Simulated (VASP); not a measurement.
A run of VASP 6.6.1:

INCAR

```
ALGO = Normal
EDIFF = 1E-6
ENCUT = 520
GGA = PE
ISIF = 2
ISMEAR = 0
LASPH = T
LCHARG = F
LREAL = F
LWAVE = F
NBANDS = 18
NELM = 60
PREC = Accurate
SIGMA = 0.02
```

File KPOINTS:

```
k-points
0
Gamma
  9 9 9
```

Contents of POSCAR:

```
Li2IF
1.0
    1.8866014999      1.0892298839      5.8216201005
   -1.8866014999      1.0892298839      5.8216201005
    0.0000000000     -2.1784597677      5.8216201005
Li I F
2 1 1
Direct
    0.2713127607      0.2713127607      0.2713127607
    0.7286872393      0.7286872393      0.7286872393
    0.5000000000      0.5000000000      0.5000000000
    0.0000000000      0.0000000000      0.0000000000
```

Potentials or basis: VASP PAW PBE potentials, release 64 (Li_sv, I, F).

Run with:

```bash
$ cat potpaw_PBE.64/Li_sv/POTCAR potpaw_PBE.64/I/POTCAR potpaw_PBE.64/F/POTCAR > POTCAR
$ mpirun -np 1 vasp_std > vasp.out
```

Hardware: 1 thread of AMD EPYC 9R45 96-Core Processor (Zen 5) (shared host).

**Question.** How long does it take, and how much memory?

**Answer.** It took 2.4 min on 1 thread of AMD EPYC 9R45 96-Core Processor (Zen 5) (shared host), peak memory 0.35 GiB. Counts: scf iterations 13, k points 85.
